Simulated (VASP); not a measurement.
Wanted: the native input for a VASP 6.6.1 run.

* Task: single point
* Functional: PBE
* Dispersion: D3(BJ)
* Potentials or basis: VASP PAW PBE potentials, release 64 (Na_pv, S, Li_sv, Cl)
* Cutoff: 650 eV
* k mesh: 1 × 1 × 1, shifted
* Occupations: fermi-dirac, width 0.112 eV
* Spin: no spin polarisation
* Dipole correction: no
* Further INCAR settings: LREAL = Auto; ALGO = Normal; EDIFF = 1e-06; NBANDS = 76; ISYM = -1

The structure of Na2LiSCl lies in POSCAR:

```
Na2LiSCl
1.0
    7.4085490000      0.0137370000      0.1666930000
    0.0137370000      7.2540610000      0.1094660000
    0.1666930000      0.1094660000      7.7222800000
Na S Li Cl
8 4 4 4
Direct
   -0.0041502994      0.9845150248      0.7495840483
    0.0891271778      0.6028314477      0.3410151634
    0.6720667846      0.8546357153      0.9865091163
    0.1578447294      0.1020672115      0.3988079297
    0.9137978383      0.2785331924      0.9661757127
    0.5034517989      0.3419422081      0.8018238219
    0.2785326921      0.8649116638      0.9422087945
    0.6660508968      0.9052263930      0.4990863405
    0.2123373927      0.2670499254      0.6646143310
    0.7860359587      0.4350824518      0.3145504401
    0.3093970224      0.7974579404      0.6002070828
    0.7294858020      0.1397263497      0.7347175366
    0.5555317671      0.2918907002      0.2561774030
    0.1826124246      0.5650914204      0.6846492862
    0.9064146569      0.4068619832      0.6289618439
    0.4686631575      0.5711300293      0.3925684918
    0.4621601492     -0.0285445612      0.2057195281
    0.8866331673      0.6131285432      0.8554479672
    0.9946904947      0.9662937854      0.1429199332
    0.2763124182      0.4981697016      0.0796767288
```

These files were run (other wordings do the same):

INCAR

```
SYSTEM = Na2LiSCl
ALGO     = Normal         ! electronic algorithm
EDIFF    = 1E-6           ! SCF threshold, eV
ENCUT    = 650            ! plane-wave cutoff, eV
GGA      = PE             ! functional
GGA_COMPAT= .FALSE.      
ISIF     = 2              ! what is computed and relaxed
ISMEAR   = -1             ! smearing method
ISYM     = -1           
IVDW     = 12             ! dispersion correction
LASPH    = .TRUE.         ! aspherical terms in the spheres
LCHARG   = .TRUE.         ! write CHGCAR
LELF     = .TRUE.         ! ELF
LREAL    = Auto         
LVHAR    = .TRUE.       
LWAVE    = .FALSE.        ! write WAVECAR
NBANDS   = 76             ! bands
NELM     = 120            ! most SCF steps
PREC     = Accurate       ! precision mode
SIGMA    = 0.112          ! smearing width, eV
```

KPOINTS

```
explicit points
1
Reciprocal
  0.25000000   0.25000000   0.25000000 1
```

Potentials or basis: VASP PAW PBE potentials, release 64 (Na_pv, S, Li_sv, Cl).

The run is started by

```bash
$ cat potpaw_PBE.64/Na_pv/POTCAR potpaw_PBE.64/S/POTCAR potpaw_PBE.64/Li_sv/POTCAR potpaw_PBE.64/Cl/POTCAR > POTCAR
$ mpirun -np 1 vasp_std > vasp.out
```

Results of the run:

```json
{
  "Pressure": "3.1 GPa",
  "Largest force": "2.267 eV/Å",
  "Dispersion energy per atom": "-0.231 eV"
}
```

Caveat: the atoms stand as in a frame of molecular dynamics.

Wall time 3.9 min on 1 thread of Intel Xeon 8259CL, with other jobs on the host, peak memory 0.52 GiB.
